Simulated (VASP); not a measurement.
# Mn (Fm-3m) in VASP: notebook

The runs below take Mn through single point, with PBE.

Everything below comes from runs of VASP 6.6.1. Logs are shortened: lines on timing, memory, paths and dates and some standing lists are left out, and cuts for length are marked.

## 1. The cell of the first run

It takes space group Fm-3m (No. 225, cubic). The conventional cell has a = 3.490 Å, b = 3.490 Å, c = 3.490 Å, α = 90.00°, β = 90.00°, γ = 90.00°. Mn (site symmetry m-3m) has 12 Mn at 2.47 Å within 3.3 Å.

## 2. Single point, PBE, collinear spin, ferromagnetic start

INCAR

```
PREC = Accurate ; ENCUT = 520
EDIFF = 1E-6 ; ISMEAR = -1
SIGMA = 0.05 ; LREAL = F
LASPH = T ; NELM = 150
ALGO = Normal ; ISIF = 2
LWAVE = F ; LCHARG = F
ISPIN = 2 ; MAGMOM = 1.69
LORBIT = 11 ; NUPDOWN = 1.69
LMAXMIX = 4 ; GGA = PE
NBANDS = 16
```

KPOINTS

```
regular mesh
0
Gamma
  13 13 13
```

POSCAR

```
Mn
1.0
    0.0000000000      1.7450000000      1.7450000000
    1.7450000000      0.0000000000      1.7450000000
    1.7450000000      1.7450000000      0.0000000000
Mn
1
Direct
    0.0000000000      0.0000000000      0.0000000000
```

Potentials or basis: VASP PAW PBE potentials, release 64 (Mn_pv).

Run with:

```sh
cat potpaw_PBE.64/Mn_pv/POTCAR > POTCAR
mpirun -np 1 vasp_std > vasp.out
```

OUTCAR:

```text
PREC = Accurate
   ENCUT = 520
   EDIFF = 1E-6
   ISMEAR = -1
   LREAL = F
   LASPH = T
   NELM = 150
   ISIF = 2
   ISPIN = 2
   LORBIT = 11
   NUPDOWN = 1.69
   GGA = PE

 ion  position               nearest neighbor table
   1  0.000  0.000  0.000-

  LATTYP: Found a face centered cubic cell.
 ALAT       =     3.4900000000

  Lattice vectors:

 A1 = (   0.0000000000,   1.7450000000,   1.7450000000)
 A2 = (   1.7450000000,   0.0000000000,   1.7450000000)
 A3 = (   1.7450000000,   1.7450000000,   0.0000000000)

Analysis of symmetry for initial positions (statically):
=====================================================================
 Subroutine PRICEL returns:
 Original cell was already a primitive cell.

 Routine SETGRP: Setting up the symmetry group for a
 face centered cubic supercell.

 Subroutine GETGRP returns: Found 48 space group operations
 (whereof 48 operations were pure point group operations)
 out of a pool of 48 trial point group operations.

The static configuration has the point symmetry O_h .

Analysis of symmetry for dynamics (positions and initial velocities):
=====================================================================
 Subroutine PRICEL returns:
 Original cell was already a primitive cell.

 Routine SETGRP: Setting up the symmetry group for a
 face centered cubic supercell.

 Subroutine GETGRP returns: Found 48 space group operations
 (whereof 48 operations were pure point group operations)
 out of a pool of 48 trial point group operations.

The dynamic configuration has the point symmetry O_h .

Analysis of structural, dynamic, and magnetic symmetry:
=====================================================================
 Subroutine PRICEL returns:
 Original cell was already a primitive cell.

 Routine SETGRP: Setting up the symmetry group for a
 face centered cubic supercell.

 Subroutine GETGRP returns: Found 48 space group operations
 (whereof 48 operations were pure point group operations)
 out of a pool of 48 trial point group operations.

The overall configuration has the point symmetry O_h .

 Subroutine INISYM returns: Found 48 space group operations
 (whereof 48 operations are pure point group operations),
 and found     1 'primitive' translations

----------------------------------------------------------------------------------------

                                     Primitive cell

  volume of cell :      10.6271

  direct lattice vectors                    reciprocal lattice vectors
     0.000000000  1.745000000  1.745000000    -0.286532951  0.286532951  0.286532951
     1.745000000  0.000000000  1.745000000     0.286532951 -0.286532951  0.286532951
     1.745000000  1.745000000  0.000000000     0.286532951  0.286532951 -0.286532951

  length of vectors
     2.467802666  2.467802666  2.467802666     0.496289630  0.496289630  0.496289630

  position of ions in fractional coordinates (direct lattice)
     0.000000000  0.000000000  0.000000000

  ion indices of the primitive-cell ions
   primitive index   ion index
                 1           1

----------------------------------------------------------------------------------------

 KPOINTS: regular mesh

Automatic generation of k-mesh.
 Grid dimensions read from file:
 generate k-points for:   13   13   13

 Generating k-lattice:

  Cartesian coordinates                     Fractional coordinates (reciprocal lattice)
    -0.022040996  0.022040996  0.022040996     0.076923077  0.000000000  0.000000000
     0.022040996 -0.022040996  0.022040996     0.000000000  0.076923077  0.000000000
     0.022040996  0.022040996 -0.022040996     0.000000000  0.000000000  0.076923077

  Length of vectors
     0.038176125  0.038176125  0.038176125

  Shift w.r.t. Gamma in fractional coordinates (k-lattice)
     0.000000000  0.000000000  0.000000000

 Subroutine IBZKPT returns following result:
 ===========================================

 Found     84 irreducible k-points:

 Following reciprocal coordinates:
            Coordinates               Weight
  0.000000  0.000000  0.000000      1.000000
  0.076923  0.000000  0.000000      8.000000
  0.153846  0.000000  0.000000      8.000000
  0.230769  0.000000  0.000000      8.000000
  0.307692  0.000000  0.000000      8.000000
  0.384615  0.000000  0.000000      8.000000
[... 16 lines left out ...]
  0.384615  0.153846  0.000000     24.000000
  0.461538  0.153846  0.000000     24.000000
 [... further k-points ...]
   k-points           NKPTS =     84   k-points in BZ     NKDIM =     84   number of bands    NBANDS=     16
   number of dos      NEDOS =    301   number of ions     NIONS =      1
   total plane-waves  NPLWV =   5832
   dimension x,y,z NGX =    18 NGY =   18 NGZ =   18
   dimension x,y,z NGXF=    36 NGYF=   36 NGZF=   36
   ions per type =               1
   NGX,Y,Z   is equivalent  to a cutoff of  12.13, 12.13, 12.13 a.u.
   NGXF,Y,Z  is equivalent  to a cutoff of  24.25, 24.25, 24.25 a.u.
 SYSTEM =  unknown system
   PREC   = accura    normal or accurate (medium, high low for compatibility)
   ISTART =      0    job   : 0-new  1-cont  2-samecut
   ICHARG =      2    charge: 1-file 2-atom 10-const
   ISPIN  =      2    spin polarized calculation?
   LNONCOLLINEAR =      F non collinear calculations
   LSORBIT =      F    spin-orbit coupling
   LASPH  =      T    aspherical Exc in radial PAW
   ENCUT  =  520.0 eV  38.22 Ry    6.18 a.u.   4.59  4.59  4.59*2*pi/ulx,y,z
   NELM   =    150;   NELMIN=  2; NELMDL= -5     # of ELM steps
   EDIFF  = 0.1E-05   stopping-criterion for ELM
   LREAL  =      F    real-space projection
   EDIFFG = 0.1E-04   stopping-criterion for IOM
   NSW    =      0    number of steps for IOM
   IBRION =     -1    ionic relax: 0-MD 1-quasi-New 2-CG
   NFREE  =      0    steps in history (QN), initial steepest desc. (CG)
   ISIF   =      2    stress and relaxation
   ISYM   =      2    0-nonsym 1-usesym 2-fastsym
   POTIM  = 0.5000    time-step for ionic-motion
   TEBEG  =    0.0;   TEEND  =   0.0 temperature during run
   PSTRESS=    0.0 pullay stress
   NELECT =      13.0000    total number of electrons
   NUPDOWN=       1.6900    fix difference up-down
   EMIN   =  10.00;   EMAX   =-10.00  energy-range for DOS
   EFERMI =   0.00;   METHOD = LEGACY
   ISMEAR =    -1;   SIGMA  =   0.05  broadening in eV -4-tet -1-fermi 0-gaus
   EFERMI_NEDOS =   21; number of points for ismear=-14 and -15
   IALGO  =     38    algorithm
   IMIX   =      4    mixing-type and parameters
     AMIX     =   0.40;   BMIX     =  1.00
     AMIX_MAG =   1.60;   BMIX_MAG =  1.00
  volume/ion in A,a.u.               =      10.63        71.72
  Fermi-wavevector in a.u.,A,eV,Ry     =   1.750856  3.308639 41.708632  3.065498
  Thomas-Fermi vector in A             =   2.821494
   LORBIT       =     11    0 simple, 1 ext, 2 COOP (PROOUT), +10 PAW based schemes
   GGA     = PE    functional components
   LHFCALC =     F    Hartree Fock is set to
   AEXX    =    0.0000 exact exchange contribution
   IVDW    =     0    specifies the selected vdW correction
   LEPSILON=     F    determine dielectric tensor
   LRPA    =     F    only Hartree local field effects (RPA)
 spin polarized calculation
  energy-cutoff  :      520.00
  volume of cell :       10.63
 maximum number of plane-waves:       298
   NGX =  9   NGY =  9   NGZ =  9

 number of electron      13.0000004 magnetization       1.6899998

 Free energy of the ion-electron system (eV)
  ---------------------------------------------------
  ext. energy  EPLUGINS =         0.00000000
  ---------------------------------------------------
  free energy    TOTEN  =        -8.66196813 eV

  energy without entropy =       -8.65016086  energy(sigma->0) =       -8.65606449

 E-fermi :  10.4931     XC(G=0): -14.0570

 val. band max:       11.0686645782   @ k =  -0.3846   0.4615   0.0769
 cond. band min:      10.4955906898   @ k =  -0.3077   0.0769   0.0000
 fundamental gap:     -0.5730738884
 Fermi energy:        11.1152748751

 spin component 1

 k-point     1 :       0.0000    0.0000    0.0000
  band No.  band energies     occupation
      1     -37.5854      1.00000
      2     -37.5854      1.00000
      3     -37.5854      1.00000
      4       2.0994      1.00000
      5       9.0334      1.00000
      6       9.0334      1.00000
[... 8 lines left out ...]
     15      43.2686      0.00000
     16      43.2686      0.00000

 k-point     2 :       0.0769    0.0000    0.0000
  band No.  band energies     occupation
      1     -37.6313      1.00000
      2     -37.5913      1.00000
      3     -37.5913      1.00000
      4       2.3514      1.00000
      5       8.9310      1.00000
      6       9.1100      1.00000
[... 8 lines left out ...]
     15      42.9281      0.00000
     16      43.3324      0.00000

 k-point     3 :       0.1538    0.0000    0.0000
  band No.  band energies     occupation
      1     -37.7575      1.00000
      2     -37.6075      1.00000
      3     -37.6075      1.00000
      4       3.0687      1.00000
      5       8.6875      1.00000
      6       9.2619      1.00000
[... 8 lines left out ...]
     15      42.2639      0.00000
     16      43.2103      0.00000

 k-point     4 :       0.2308    0.0000    0.0000
  band No.  band energies     occupation
      1     -37.9332      1.00000
      2     -37.6304      1.00000
      3     -37.6304      1.00000
      4       4.1046      1.00000
      5       8.4956      1.00000
      6       9.2709      1.00000
[... 8 lines left out ...]
     15      42.3287      0.00000
     16      42.3287      0.00000
[... 324 lines left out ...]
 k-point    22 :       0.3077    0.1538    0.0000
  band No.  band energies     occupation
      1     -38.0156      1.00000
      2     -37.7014      1.00000
      3     -37.6974      1.00000
      4       5.1061      1.00000
      5       7.8627      1.00000
      6       9.0314      1.00000
[... 8 lines left out ...]
     15      43.6480      0.00000
     16      44.2315      0.00000

 k-point    23 :       0.3846    0.1538    0.0000
  band No.  band energies     occupation
      1     -38.1589      1.00000
      2     -37.7342      1.00000
      3     -37.7204      1.00000
      4       5.8981      1.00000
      5       7.9420      1.00000
      6       8.7873      1.00000
[... 8 lines left out ...]
     15      43.7431      0.00000
     16      44.6694      0.00000

 k-point    24 :       0.4615    0.1538    0.0000
  band No.  band energies     occupation
      1     -38.2623      1.00000
      2     -37.7715      1.00000
      3     -37.7270      1.00000
      4       6.2255      1.00000
      5       8.0512      1.00000
      6       9.0264      1.00000
[... 8 lines left out ...]
     15      43.4680      0.00000
     16      43.8333      0.00000

 [... further k-points ...]

 spin component 2

 k-point     1 :       0.0000    0.0000    0.0000
  band No.  band energies     occupation
      1     -35.8078      1.00000
      2     -35.8078      1.00000
      3     -35.8078      1.00000
      4       2.5450      1.00000
      5      10.3556      0.93994
      6      10.3556      0.93993
[... 8 lines left out ...]
     15      43.9528      0.00000
     16      43.9529      0.00000

 k-point     2 :       0.0769    0.0000    0.0000
  band No.  band energies     occupation
      1     -35.8564      1.00000
      2     -35.8140      1.00000
      3     -35.8139      1.00000
      4       2.7986      1.00000
      5      10.2363      0.99415
      6      10.4366      0.75583
[... 8 lines left out ...]
     15      43.7862      0.00000
     16      43.9887      0.00000

 k-point     3 :       0.1538    0.0000    0.0000
  band No.  band energies     occupation
      1     -35.9899      1.00000
      2     -35.8309      1.00000
      3     -35.8309      1.00000
      4       3.5233      1.00000
      5       9.9436      0.99998
      6      10.6218      0.07090
[... 8 lines left out ...]
     15      43.6955      0.00000
     16      43.8129      0.00000

 k-point     4 :       0.2308    0.0000    0.0000
  band No.  band energies     occupation
      1     -36.1755      1.00000
      2     -35.8548      1.00000
      3     -35.8548      1.00000
      4       4.5906      1.00000
      5       9.6596      1.00000
      6      10.7372      0.00753
[... 8 lines left out ...]
     15      42.9228      0.00000
     16      42.9228      0.00000
[... 324 lines left out ...]
 k-point    22 :       0.3077    0.1538    0.0000
  band No.  band energies     occupation
      1     -36.2626      1.00000
      2     -35.9293      1.00000
      3     -35.9253      1.00000
      4       5.6618      1.00000
      5       9.0230      1.00000
      6      10.6220      0.07054
[... 8 lines left out ...]
     15      44.6464      0.00000
     16      44.8840      0.00000

 k-point    23 :       0.3846    0.1538    0.0000
  band No.  band energies     occupation
      1     -36.4135      1.00000
      2     -35.9641      1.00000
      3     -35.9491      1.00000
      4       6.6228      1.00000
      5       9.0488      1.00000
      6      10.2655      0.98957
[... 8 lines left out ...]
     15      44.3074      0.00000
     16      45.2368      0.00000

 k-point    24 :       0.4615    0.1538    0.0000
  band No.  band energies     occupation
      1     -36.5223      1.00000
      2     -36.0034      1.00000
      3     -35.9560      1.00000
      4       7.1260      1.00000
      5       9.3472      1.00000
      6      10.1891      0.99772
[... 8 lines left out ...]
     15      44.1536      0.00000
     16      44.4425      0.00000

 [... further k-points ...]

------------------------ aborting loop because EDIFF is reached ----------------------------------------

  FORCE on cell =-STRESS in cart. coord.  units (eV):
  Direction    XX          YY          ZZ          XY          YZ          ZX
  --------------------------------------------------------------------------------------
  -------------------------------------------------------------------------------------
  Total        1.5451375      1.5451375      1.5451375     -0.0000000      0.0000000     -0.0000000
  in kB      232.9493035    232.9493035    232.9493035     -0.0000000      0.0000000     -0.0000000
  external PRESSURE =     232.9493035 kB  Pullay stress =       0.0000000 kB

 VOLUME and BASIS-vectors are now :
 -----------------------------------------------------------------------------
  energy-cutoff  :      520.00
  volume of cell :       10.63
      direct lattice vectors                 reciprocal lattice vectors
     0.000000000  1.745000000  1.745000000    -0.286532951  0.286532951  0.286532951
     1.745000000  0.000000000  1.745000000     0.286532951 -0.286532951  0.286532951
     1.745000000  1.745000000  0.000000000     0.286532951  0.286532951 -0.286532951

 POSITION                                       TOTAL-FORCE (eV/Angst)
 -----------------------------------------------------------------------------------
      0.00000      0.00000      0.00000         0.000000      0.000000      0.000000
 -----------------------------------------------------------------------------------
    total drift:                                0.000000      0.000000      0.000000

  FREE ENERGIE OF THE ION-ELECTRON SYSTEM (eV)
  ---------------------------------------------------
  free  energy   TOTEN  =        -8.6619681279 eV

  energy  without entropy=       -8.6501608584  energy(sigma->0) =       -8.65606449

 total charge

# of ion       s       p       d       tot
------------------------------------------
    1        0.435   6.414   5.161  12.011

 magnetization (x)

# of ion       s       p       d       tot
------------------------------------------
    1       -0.001   0.019   1.628   1.646
```

Run time: 26 s. Hardware: 1 thread of Intel Xeon 6975P-C, shared host; peak memory 0.14 GiB.

What came out:

* Free energy: -8.6620 eV
* Pressure: 23.3 GPa
* Net moment: 1.69 μB per cell
* Site moments: Mn +1.65 μB
* Valence electrons inside the program's atomic spheres: Mn 12.01

Caveat: the total moment is fixed, so each spin has its own Fermi level.

## 3. Single point, PBE, collinear spin, ferromagnetic start

INCAR

```
SYSTEM = Mn
PREC     = Accurate       ! precision mode
ENCUT    = 520            ! plane-wave cutoff, eV
EDIFF    = 1E-6           ! SCF threshold, eV
ISMEAR   = -1             ! smearing method
SIGMA    = 0.05           ! smearing width, eV
LREAL    = .FALSE.        ! projectors in reciprocal space
LASPH    = .TRUE.         ! aspherical terms in the spheres
NELM     = 150            ! most SCF steps
ALGO     = Normal         ! electronic algorithm
ISIF     = 2              ! what is computed and relaxed
LWAVE    = .FALSE.        ! write WAVECAR
LCHARG   = .TRUE.         ! write CHGCAR
ISPIN    = 2              ! spin polarisation
MAGMOM   = 2.36           ! initial moments
LORBIT   = 11             ! projections on sites
NUPDOWN  = 2.36           ! fixed moment
LMAXMIX  = 4              ! l up to which the mixer works
GGA      = PE             ! functional
LELF     = .TRUE.         ! ELF
LVHAR    = .TRUE.       
NBANDS   = 16             ! bands
```

KPOINTS

```
Automatic mesh
0
G
  13 13 13
  0 0 0
```

POSCAR is that of step 2.

Potentials or basis: VASP PAW PBE potentials, release 64 (Mn_pv).

Run with:

```sh
cat potpaw_PBE.64/Mn_pv/POTCAR > POTCAR
mpirun -np 1 vasp_std > vasp.out
```

It took 28 s on 1 thread of Intel Xeon 6975P-C, shared host; peak memory 0.14 GiB.

Results (log left out):

```
Free energy                                           : -8.3875 eV
Pressure                                              : 40.9 GPa
Net moment                                            : 2.36 μB per cell
Site moments                                          : Mn +2.29 μB
Valence electrons inside the program's atomic spheres : Mn 12.02
```

Caveat: the total moment is fixed, so each spin has its own Fermi level.

[end of part 1 of 2]
